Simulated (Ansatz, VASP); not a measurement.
Cd in VASP and in Ansatz

File INCAR:

```
SYSTEM = Cd
PREC = Accurate ; ENCUT = 520
EDIFF = 1E-6 ; ISMEAR = 0
SIGMA = 0.1 ; LREAL = .False.
LASPH = .True. ; NELM = 80
ALGO = Normal ; ISIF = 2
LWAVE = .False. ; LCHARG = .False.
GGA = PE ; IVDW = 12
NBANDS = 12
```

File KPOINTS:

```
Automatic mesh
0
Gamma
  6 6 6
  0 0 0
```

POSCAR

```
Cd
1.0
    0.0000000000      2.4574913326      2.4574913326
    2.4574913326      0.0000000000      2.4574913326
    2.4574913326      2.4574913326      0.0000000000
Cd
1
Direct
    0.0000000000      0.0000000000      0.0000000000
```

Input for Ansatz:

```yaml
crystal:
  lattice:
    - [0.0, 2.4574913326, 2.4574913326]
    - [2.4574913326, 0.0, 2.4574913326]
    - [2.4574913326, 2.4574913326, 0.0]
  atoms:
    - { symbol: Cd, position: [0.0, 0.0, 0.0] }
basis:
  ecutwfc: 420
kpoints:
  mp_grid: { grid: [6, 6, 6] }
hamiltonian:
  xc: pbe
  dispersion: d3bj
scf:
  occupations: { method: gaussian, width: 0.1 }
output:
  forces: true
  stress: true
  eigenvalues: true
```

Alike in both runs: task single point; functional PBE; dispersion D3(BJ); k mesh 6 × 6 × 6; occupations gaussian, width 0.1 eV; no spin polarisation.

|  | VASP | Ansatz |
| --- | --- | --- |
| version | VASP 6.6.1 | Ansatz 0.2.0 |
| potentials or method | VASP PAW PBE potentials, release 64 (Cd), cutoff 520 eV | scalar-relativistic, plane waves, PAW |
| valence electrons in the cell | 12 | 20 |

|  | VASP | Ansatz | Ansatz less VASP |
| --- | --- | --- | --- |
| gap on the k mesh at the Fermi level (eV) | none | none | - |
| pressure (GPa) | -5.5 | -5.6 | -0.09 |

A gap of «none» marks a metal or a gap that the smearing closes. VASP's potentials hold 12 valence electrons a cell and Ansatz's 20, so a difference there can come from the potentials and not from the codes.

The k mesh is coarse, so the values compare programs but aren't converged.
